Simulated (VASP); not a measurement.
# Li3S2 (P-3m1) in VASP: further runs, part 2 of 2

VASP 6.6.1. Earlier steps stand in the parts before.

### 4 Relaxation of cell and atoms, PBE

This run uses another cell than the first one, of 15.34 Å³/atom, 0.966 times its volume.

The input, INCAR:

```
SYSTEM = Li3S2
ALGO = Normal
EDIFF = 1E-6
EDIFFG = -0.01
ENCUT = 600
GGA = PE
IBRION = 2
ISIF = 3
ISMEAR = 0
LASPH = .True.
LCHARG = .False.
LREAL = .False.
LWAVE = .False.
NELM = 60
NSW = 100
PREC = Accurate
SIGMA = 0.1
```

The input, KPOINTS:

```
k-points
0
Gamma
  12 12 6
  0 0 0
```

The input, POSCAR:

```
Li3S2
1.0
    3.8468414000      0.0000000000      0.0000000000
   -1.9234207000      3.3314623767      0.0000000000
    0.0000000000      0.0000000000      5.9850603507
Li S
3 2
Direct
    0.0000000000      0.0000000000      0.0000000000
    0.3333333333      0.6666666667      0.6450000000
    0.6666666667      0.3333333333      0.3550000000
    0.3333333333      0.6666666667      0.2450000000
    0.6666666667      0.3333333333      0.7550000000
```

Potentials or basis: VASP PAW PBE potentials, release 64 (Li_sv, S).

The run is started by

```console
$ cat potpaw_PBE.64/Li_sv/POTCAR potpaw_PBE.64/S/POTCAR > POTCAR
$ mpirun -np 1 vasp_std > vasp.out
```

OUTCAR:

```text
SYSTEM = Li3S2
   EDIFF = 1E-6
   EDIFFG = -0.01
   ENCUT = 600
   GGA = PE
   IBRION = 2
   ISIF = 3
   ISMEAR = 0
   LASPH = .True.
   LREAL = .False.
   NELM = 60
   NSW = 100
   PREC = Accurate

 ion  position               nearest neighbor table
   1  0.000  0.000  0.000-   4 2.66   5 2.66   4 2.66   5 2.66   5 2.66   4 2.66
   2  0.333  0.667  0.645-   5 2.32   5 2.32   5 2.32   4 2.39
   3  0.667  0.333  0.355-   4 2.32   4 2.32   4 2.32   5 2.39
   4  0.333  0.667  0.245-   3 2.32   3 2.32   3 2.32   2 2.39   1 2.66   1 2.66   1 2.66
   5  0.667  0.333  0.755-   2 2.32   2 2.32   2 2.32   3 2.39   1 2.66   1 2.66   1 2.66

  LATTYP: Found a hexagonal cell.
 ALAT       =     3.8468414000
 C/A-ratio  =     1.5558375634

  Lattice vectors:

 A1 = (   3.8468414000,   0.0000000000,   0.0000000000)
 A2 = (  -1.9234207000,   3.3314623767,   0.0000000000)
 A3 = (   0.0000000000,   0.0000000000,   5.9850603507)

Analysis of symmetry for initial positions (statically):
=====================================================================
 Subroutine PRICEL returns:
 Original cell was already a primitive cell.

 Routine SETGRP: Setting up the symmetry group for a
 hexagonal supercell.

 Subroutine GETGRP returns: Found 12 space group operations
 (whereof 12 operations were pure point group operations)
 out of a pool of 24 trial point group operations.

The static configuration has the point symmetry D_3d.

Analysis of symmetry for dynamics (positions and initial velocities):
=====================================================================
 Subroutine PRICEL returns:
 Original cell was already a primitive cell.

 Routine SETGRP: Setting up the symmetry group for a
 hexagonal supercell.

 Subroutine GETGRP returns: Found 12 space group operations
 (whereof 12 operations were pure point group operations)
 out of a pool of 24 trial point group operations.

The dynamic configuration has the point symmetry D_3d.

 Subroutine INISYM returns: Found 12 space group operations
 (whereof 12 operations are pure point group operations),
 and found     1 'primitive' translations

----------------------------------------------------------------------------------------

                                     Primitive cell

  volume of cell :      76.7022

  direct lattice vectors                    reciprocal lattice vectors
     3.846841400  0.000000000  0.000000000     0.259953530  0.150084240  0.000000000
    -1.923420700  3.331462377  0.000000000     0.000000000  0.300168481  0.000000000
     0.000000000  0.000000000  5.985060351     0.000000000  0.000000000  0.167082693

  length of vectors
     3.846841400  3.846841400  5.985060351     0.300168481  0.300168481  0.167082693

  position of ions in fractional coordinates (direct lattice)
     0.000000000  0.000000000  0.000000000
     0.333333333  0.666666667  0.645000000
     0.666666667  0.333333333  0.355000000
     0.333333333  0.666666667  0.245000000
     0.666666667  0.333333333  0.755000000

  ion indices of the primitive-cell ions
   primitive index   ion index
                 1           1
                 2           2
                 3           3
                 4           4
                 5           5

[... 72 lines left out ...]
   LREAL  =      F    real-space projection
   EDIFFG = -.1E-01   stopping-criterion for IOM
   NSW    =    100    number of steps for IOM
   IBRION =      2    ionic relax: 0-MD 1-quasi-New 2-CG
   NFREE  =      1    steps in history (QN), initial steepest desc. (CG)
   ISIF   =      3    stress and relaxation
   ISYM   =      2    0-nonsym 1-usesym 2-fastsym
   POTIM  = 0.5000    time-step for ionic-motion
   TEBEG  =    0.0;   TEEND  =   0.0 temperature during run
   PSTRESS=    0.0 pullay stress
   NELECT =      21.0000    total number of electrons
   NUPDOWN=      -1.0000    fix difference up-down
   EMIN   =  10.00;   EMAX   =-10.00  energy-range for DOS
   EFERMI =   0.00;   METHOD = LEGACY
   ISMEAR =     0;   SIGMA  =   0.10  broadening in eV -4-tet -1-fermi 0-gaus
   EFERMI_NEDOS =   21; number of points for ismear=-14 and -15
   IALGO  =     38    algorithm
   IMIX   =      4    mixing-type and parameters
     AMIX     =   0.40;   BMIX     =  1.00
     AMIX_MAG =   1.60;   BMIX_MAG =  1.00
  volume/ion in A,a.u.               =      15.34       103.52
  Fermi-wavevector in a.u.,A,eV,Ry     =   1.063030  2.008835 15.375018  1.130032
  Thomas-Fermi vector in A             =   2.198501
   LORBIT       =      0    0 simple, 1 ext, 2 COOP (PROOUT), +10 PAW based schemes
   GGA     = PE    functional components
   LHFCALC =     F    Hartree Fock is set to
   AEXX    =    0.0000 exact exchange contribution
   IVDW    =     0    specifies the selected vdW correction
   LEPSILON=     F    determine dielectric tensor
   LRPA    =     F    only Hartree local field effects (RPA)
 conjugate gradient relaxation of ions
 non-spin polarized calculation
 Gauss-broadening in eV      SIGMA  =   0.10
  energy-cutoff  :      600.00
  volume of cell :       76.70
 maximum number of plane-waves:      2597
 NGX is ok and might be reduce to    32
   NGX = 15   NGY = 15   NGZ = 23

--------------------------------------- Ionic step        1  -------------------------------------------

 number of electron      21.0000007 magnetization

 Free energy of the ion-electron system (eV)
  ---------------------------------------------------
  ext. energy  EPLUGINS =         0.00000000
  ---------------------------------------------------
  free energy    TOTEN  =       -18.78261257 eV

  energy without entropy =      -18.75752908  energy(sigma->0) =      -18.77007082

------------------------ aborting loop because EDIFF is reached ----------------------------------------

  FORCE on cell =-STRESS in cart. coord.  units (eV):
  Direction    XX          YY          ZZ          XY          YZ          ZX
  --------------------------------------------------------------------------------------
  -------------------------------------------------------------------------------------
  Total        1.6405932      1.6405932      0.6283479      0.0000000      0.0000000      0.0000000
  in kB       34.2691829     34.2691829     13.1251126      0.0000000      0.0000000      0.0000000
  external PRESSURE =      27.2211595 kB  Pullay stress =       0.0000000 kB
[... 98 lines left out ...]
  FREE ENERGIE OF THE ION-ELECTRON SYSTEM (eV)
  ---------------------------------------------------
  free  energy   TOTEN  =       -18.8437638355 eV

  energy  without entropy=      -18.8152458356  energy(sigma->0) =      -18.82950484

[... ionic steps 4 to 12 ...]

--------------------------------------- Ionic step       13  -------------------------------------------

 number of electron      21.0000005 magnetization

------------------------ aborting loop because EDIFF is reached ----------------------------------------
[... 73 lines left out ...]
--------------------------------------- Ionic step       15  -------------------------------------------

 number of electron      21.0000006 magnetization

 Free energy of the ion-electron system (eV)
  ---------------------------------------------------
  ext. energy  EPLUGINS =         0.00000000
  ---------------------------------------------------
  free energy    TOTEN  =       -18.93013406 eV

  energy without entropy =      -18.91327450  energy(sigma->0) =      -18.92170428

 E-fermi :   1.8462     XC(G=0):  -8.7492

 val. band max:        1.8427503793   @ k =   0.4167   0.1667   0.5000
 cond. band min:       1.8704184455   @ k =   0.2500   0.2500   0.5000
 fundamental gap:      0.0276680661
 Fermi energy:         1.8461824120

 k-point     1 :       0.0000    0.0000    0.0000
  band No.  band energies     occupation
      1     -42.8846      2.00000
      2     -42.2811      2.00000
      3     -42.2728      2.00000
      4      -9.8020      2.00000
      5      -8.6147      2.00000
      6      -1.3671      2.00000
      7       0.8447      2.00000
      8       0.8447      2.00000
      9       1.7038      1.95592
     10       1.7038      1.95591
     11       2.5133      0.00000
     12       6.8891      0.00000
     13       7.0810      0.00000
     14       8.0326      0.00000
[... 377 lines left out ...]
      1     -42.8844      2.00000
      2     -42.2804      2.00000
      3     -42.2732      2.00000
      4      -9.6461      2.00000
      5      -8.7081      2.00000
      6      -1.0080      2.00000
      7       0.3828      2.00000
      8       0.5977      2.00000
      9       1.0267      2.00000
     10       1.6271      1.99805
     11       2.2150      0.00000
     12       7.2923      0.00000
     13       7.6913      0.00000
     14       8.3943      0.00000

 [... further k-points ...]
[... 5 lines left out ...]
  --------------------------------------------------------------------------------------
  -------------------------------------------------------------------------------------
  Total       -0.0034813     -0.0034813      0.0028026      0.0000000      0.0000000      0.0000000
  in kB       -0.0704332     -0.0704332      0.0567017      0.0000000      0.0000000      0.0000000
  external PRESSURE =      -0.0280549 kB  Pullay stress =       0.0000000 kB
[... 20 lines left out ...]
  FREE ENERGIE OF THE ION-ELECTRON SYSTEM (eV)
  ---------------------------------------------------
  free  energy   TOTEN  =       -18.9301340593 eV

  energy  without entropy=      -18.9132744994  energy(sigma->0) =      -18.92170428

 reached required accuracy - stopping structural energy minimisation
```

Wall time 11 min (1 thread of Intel Xeon 6975P-C, shared host); peak memory 0.29 GiB.

Results:

- Free energy: -18.9301 eV
- Relaxed volume: 15.84 Å³/atom
- Relaxed cell: a = 4.082 Å, b = 4.082 Å, c = 5.487 Å, α = 90.00°, β = 90.00°, γ = 120.00°
- Space group after relaxing (to 0.05 Å): P-3m1 (No. 164)
- Energy gained by relaxing: 29.5 meV/atom
- Ionic steps: 15
- Pressure after relaxing: 0.0 GPa
- Largest force after relaxing: 0.006 eV/Å

Forces in eV/Å, atoms in the order of the input:
```
Li   0.000  0.000  0.000
Li   0.000  0.000  0.006
Li   0.000  0.000 -0.006
S    0.000  0.000 -0.003
S    0.000  0.000  0.003
```

The path:
```
step  energy change (eV)  largest force (eV/Å)  pressure (GPa)  volume (Å³)
   1              0.0000                0.3488            2.72        76.70
   2             -0.0485                0.2034            0.93        79.63
   3             -0.0612                0.1291           -0.49        82.41
   4             -0.0612                0.1275           -0.44        82.23
   5             -0.0681                0.1382           -0.37        81.96
   6             -0.0865                0.1706           -0.22        81.14
   7             -0.1081                0.2250            0.18        79.41
   8             -0.1194                0.1889            0.11        79.45
   9             -0.1409                0.1093           -0.10        79.52
  10             -0.1248                0.1589           -0.37        79.53
  11             -0.1442                0.1151           -0.21        79.54
  12             -0.1471                0.0185            0.21        78.76
  13             -0.1471                0.0215            0.20        78.78
  14             -0.1475                0.0129           -0.08        79.36
  15             -0.1475                0.0057            0.00        79.19
```

Final structure:
```xyz
5
Lattice="4.0824 0.0000 0.0000 -2.0412 3.5354 0.0000 0.0000 0.0000 5.4868" Properties=species:S:1:pos:R:3 pbc="T T T"
Li    0.0000    0.0000    0.0000
Li    0.0000    2.3570    3.7730
Li    2.0412    1.1785    1.7138
S     0.0000    2.3570    1.2734
S     2.0412    1.1785    4.2133
```

Levels at points of the mesh, in eV from the Fermi level:
| k point | band 9 | band 10 | band 11 | band 12 | band 13 | band 14 |
| --- | --- | --- | --- | --- | --- | --- |
| (0.00, 0.00, 0.00) | -0.14 | -0.14 | 0.67 | 5.04 | 5.23 | 6.19 |
| (0.50, 0.00, 0.00) | -1.44 | -0.81 | -0.24 | 5.50 | 6.34 | 7.07 |
| (0.00, 0.00, 0.50) | -0.62 | -0.52 | -0.52 | 5.04 | 5.81 | 5.81 |
| (0.50, 0.00, 0.50) | -1.01 | -0.32 | -0.30 | 5.12 | 6.22 | 6.74 |

Caveat: the cutoff is under 1.25 times the usual one of these potentials, so pressure, stress and relaxed cells hold a basis-set (Pulay) error.

### 5 Relaxation of cell and atoms, PBE

The input, INCAR:

```
ALGO = Normal
EDIFF = 1E-6
EDIFFG = -0.01
ENCUT = 600
GGA = PE
IBRION = 2
ISIF = 3
ISMEAR = 0
LASPH = True
LCHARG = False
LREAL = False
LWAVE = False
NELM = 60
NSW = 100
PREC = Accurate
SIGMA = 0.1
```

The input, KPOINTS:

```
k-points
0
Gamma
  12 12 8
```

The input, POSCAR:

```
Li3S2
1.0
    4.0842493912      0.0000000000      0.0000000000
   -2.0421246956      3.5370637282      0.0000000000
    0.0000000000      0.0000000000      5.4955931905
Li S
3 2
Direct
    0.0000000000      0.0000000000      0.0000000000
    0.3333333333      0.6666666667      0.6876212991
    0.6666666667      0.3333333333      0.3123787009
    0.3333333333      0.6666666667      0.2321756866
    0.6666666667      0.3333333333      0.7678243134
```

The run is started by

```console
$ cat potpaw_PBE.64/Li_sv/POTCAR potpaw_PBE.64/S/POTCAR > POTCAR
$ mpirun -np 1 vasp_std > vasp.out
```

Wall time 2.8 min (1 thread of Intel Xeon 6975P-C, shared host); peak memory 0.34 GiB.

The run converged. Its results:

```yaml
Free_energy: -18.9301 eV
Relaxed_volume: 15.86 Å³/atom
Relaxed_cell: a = 4.082 Å, b = 4.082 Å, c = 5.494 Å, α = 90.00°, β = 90.00°, γ = 120.00°
Space_group_after_relaxing_to_0.05_Å: P-3m1 (No. 164)
Energy_gained_by_relaxing: 0.0 meV/atom
Ionic_steps: 2
Pressure_after_relaxing: -0.1 GPa
```

Forces on the atoms (eV/Å):
```
Li   0.000  0.000  0.000
Li   0.000  0.000  0.002
Li   0.000  0.000 -0.002
S    0.000  0.000 -0.003
S    0.000  0.000  0.003
```

Final structure:
```
Li S
1.0
     4.08206    0.00000    0.00000
    -2.04103    3.53517    0.00000
     0.00000    0.00000    5.49391
Li S
3 2
Direct
  0.00000 0.00000 0.00000
  0.33333 0.66667 0.68765
  0.66667 0.33333 0.31235
  0.33333 0.66667 0.23214
  0.66667 0.33333 0.76786
```

Levels at points of the mesh, in eV from the Fermi level:
| k point | band 9 | band 10 | band 11 | band 12 | band 13 | band 14 |
| --- | --- | --- | --- | --- | --- | --- |
| (0.00, 0.00, 0.00) | -0.13 | -0.13 | 0.68 | 5.05 | 5.25 | 6.20 |
| (0.50, 0.00, 0.00) | -1.43 | -0.80 | -0.23 | 5.51 | 6.35 | 7.08 |
| (0.00, 0.00, 0.50) | -0.61 | -0.51 | -0.51 | 5.06 | 5.82 | 5.82 |
| (0.50, 0.00, 0.50) | -0.99 | -0.31 | -0.30 | 5.13 | 6.24 | 6.74 |

Caveat: the cutoff is under 1.25 times the usual one of these potentials, so pressure, stress and relaxed cells hold a basis-set (Pulay) error.

### 6 The runs side by side

| task | cell | k mesh | cutoff (eV) | gap on the mesh (eV) | pressure (GPa) | relaxed volume (Å³/atom) | largest force (eV/Å) |
| --- | --- | --- | --- | --- | --- | --- | --- |
| single point | a = 4.084, b = 4.084, c = 5.496 Å, angles 90.0, 90.0, 120.0°, 5 atoms | 12 × 12 × 6 | 520 | none | - | - | 0.01 |
| single point | a = 4.084, b = 4.084, c = 5.500 Å, angles 90.0, 90.0, 120.0°, 5 atoms | 12 × 12 × 8 | 520 | none | - | - | 0.01 |
| relaxation of cell and atoms | relaxed from a = 3.847, b = 3.847, c = 5.985 Å, angles 90.0, 90.0, 120.0°, 5 atoms | 12 × 12 × 6 | 600 | none | 0.0 | 15.84 | 0.01 |
| relaxation of cell and atoms | relaxed from a = 4.084, b = 4.084, c = 5.496 Å, angles 90.0, 90.0, 120.0°, 5 atoms | 12 × 12 × 8 | 600 | none | -0.1 | 15.86 | - |

Alike in all rows: level PBE; potentials or basis VASP PAW PBE potentials, release 64 (Li_sv, S); no spin polarisation; smearing gaussian 0.1 eV.

Caveats: the cutoff is under 1.25 times the usual one of these potentials, so pressure, stress and relaxed cells hold a basis-set (Pulay) error.

Absolute energies hang on the potentials; compare differences alone.
